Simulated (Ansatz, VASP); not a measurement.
## Two plane-wave programs on PbS

```
Pb S
1.0
     2.09373   -6.03098    0.00000
     2.09373    6.03098    0.00000
     0.00000    0.00000    4.30766
Pb S
2 2
Direct
  0.13056 0.86944 0.25000
  0.86944 0.13056 0.75000
  0.35480 0.64520 0.25000
  0.64520 0.35480 0.75000
```

Alike in both runs: task single point; functional r2SCAN; k mesh 7 × 7 × 6; occupations fermi-dirac, width 0.05 eV; no spin polarisation.

|  | VASP | Ansatz |
| --- | --- | --- |
| version | VASP 6.6.1 | Ansatz 0.2.0 |
| potentials or method | VASP PAW PBE potentials, release 64 (Pb_d, S) | Ansatz PAW |
| plane-wave cutoff (eV) | 520 | 500 |
| valence electrons in the cell | 40 | 40 |

VASP gave:

| Quantity | Value |
| --- | --- |
| gap on the k mesh at the Fermi level (eV) | 1.57 |
| least direct gap on the mesh (eV) | 1.78 |
| pressure (GPa) | -1.1 |
| traceless stress, the component that is largest in VASP (GPa) | 0.05 |
| rms of the force components (eV/Å) | 0.066 |

Question: Which values does Ansatz return?

Answer: gap on the k mesh at the Fermi level (eV): 1.57; least direct gap on the mesh (eV): 1.78; pressure (GPa): -1.1; traceless stress, the component that is largest in VASP (GPa): 0.05; rms of the force components (eV/Å): 0.070.

VASP's potentials were made for PBE, not for r2SCAN. Atom by atom the forces differ by 0.005 eV/Å (rms over components).

Neither program's run includes spin-orbit coupling. Noted on Ansatz's run: odd divisions of the mesh miss points on the zone boundary, where band edges often lie, so the gap on the mesh can be too wide.
